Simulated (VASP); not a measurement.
Ni, 1 atom in the cell. The structure is cubic, space group Pm-3m (No. 221). The conventional cell has a = 2.257 Å, b = 2.257 Å, c = 2.257 Å, α = 90.00°, β = 90.00°, γ = 90.00°. Within 3.0 Å of Ni (site symmetry m-3m) lie 6 Ni at 2.26 Å.  This cell differs from its parent crystal: volume scaled by 0.96.

- Program: VASP 6.6.1
- Task: single point
- Functional: PBEsol
- Potentials or basis: VASP PAW PBE potentials, release 64 (Ni)
- Cutoff: 520 eV
- k mesh: 15 × 15 × 15
- Occupations: fermi-dirac, width 0.05 eV
- Spin: collinear spin, ferromagnetic start
- Starting moments: [0.529] μB
- Dipole correction: no
- Further INCAR settings: ALGO = Normal; EDIFF = 1e-07; NBANDS = 15

Potentials or basis: VASP PAW PBE potentials, release 64 (Ni).

Run with:

```console
$ cat potpaw_PBE.64/Ni/POTCAR > POTCAR
$ mpirun -np 1 vasp_std > vasp.out
```

Hardware: 1 thread of AMD EPYC 9R45 96-Core Processor (Zen 5), on a shared host.

Problem. Estimate the wall time of this run.

Solution. Run time: 17 s on 1 thread of AMD EPYC 9R45 96-Core Processor (Zen 5), with other jobs on the host, peak memory 0.11 GiB. Counts: scf iterations 13, k points 120.
